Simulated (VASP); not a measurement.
Here is a VASP 6.6.1 calculation.

File INCAR:

```
PREC = Accurate
ENCUT = 600
EDIFF = 1E-6
ISMEAR = 0
SIGMA = 0.1
LREAL = F
LASPH = T
NELM = 120
ALGO = Normal
ISIF = 2
LWAVE = F
LCHARG = F
GGA = PS
NBANDS = 12
GGA_COMPAT = F
```

KPOINTS

```
regular mesh
0
Gamma
  9 9 4
```

File POSCAR:

```
Be
1.0
    2.2997755904      0.0000000000      0.0000000000
   -1.1498877951      1.9916640843      0.0000000000
    0.0000000000      0.0000000000      7.4172301922
Be
4
Direct
    0.0000000000      0.0000000000      0.0000000000
    0.0000000000      0.0000000000      0.5000000000
    0.3333333333      0.6666666667      0.7500000000
    0.6666666667      0.3333333333      0.2500000000
```

Potentials or basis: VASP PAW PBE potentials, release 64 (Be).

The run is started by

```bash
$ cat potpaw_PBE.64/Be/POTCAR > POTCAR
$ mpirun -np 1 vasp_std > vasp.out
```

Predict the band gap on the k mesh.

zero (band 4 reaches 7.27 eV, above the bottom of band 5 at 6.06 eV).

What does it give for the pressure?

-8.7 GPa.

Stress tensor (GPa, compression positive):
```
 -6.61   0.00   0.00
  0.00  -6.61   0.00
  0.00   0.00 -12.73
```

Caveat: the PAW data sets were made with another functional, which shifts forces and pressure a little.
